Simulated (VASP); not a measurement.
Runs of VASP 6.6.1 on MgO. The structure is that of space group P6_3mc (No. 186), or close to it. The cells are those of the table. 

```csv
cell,k mesh,gap on the mesh (eV),pressure (GPa),largest force (eV/Å)
"a = 3.357, b = 3.357, c = 4.758 Å, angles 90.0, 90.0, 120.0°, 4 atoms",9 × 9 × 6,3.49,6.7,2.54
"a = 3.363, b = 3.363, c = 5.365 Å, angles 90.0, 90.0, 120.0°, 4 atoms",9 × 9 × 6,3.05,-9.8,0.24
"a = 3.158, b = 3.158, c = 5.056 Å, angles 90.0, 90.0, 120.0°, 4 atoms",9 × 9 × 6,3.80,14.3,0.93
"a = 3.433, b = 3.433, c = 4.873 Å, angles 90.0, 90.0, 120.0°, 4 atoms",9 × 9 × 6,3.23,2.3,3.51
"a = 3.449, b = 3.449, c = 5.122 Å, angles 90.0, 90.0, 120.0°, 4 atoms",9 × 9 × 6,2.65,-10.9,0.92
"a = 3.183, b = 3.179, c = 4.802 Å, angles 90.4, 89.7, 119.5°, 4 atoms",9 × 9 × 6,3.95,17.2,0.70
"a = 3.230, b = 3.230, c = 5.164 Å, angles 90.0, 90.0, 120.0°, 4 atoms",9 × 9 × 6,3.42,(a),0.96
"a = 3.529, b = 3.529, c = 4.868 Å, angles 90.0, 90.0, 120.0°, 4 atoms",9 × 9 × 6,2.86,-6.1,2.06
"a = 3.303, b = 3.303, c = 5.020 Å, angles 90.0, 90.0, 120.0°, 4 atoms",12 × 12 × 6,3.36,-0.3,-
"a = 3.233, b = 3.233, c = 4.795 Å, angles 90.0, 90.0, 120.0°, 4 atoms",9 × 9 × 6,3.70,11.7,(b)
```

Alike in all rows: task single point; level PBEsol; potentials or basis VASP PAW PBE potentials, release 64 (Mg, O); no spin polarisation; cutoff (eV) 520; smearing gaussian 0.02 eV.

Task: Fill in the values left out.

Result: (a) 3.7; (b) 0.14.

Caveats: the PAW data sets were made with another functional, which shifts forces and pressure a little.

A k mesh can miss the band edges.
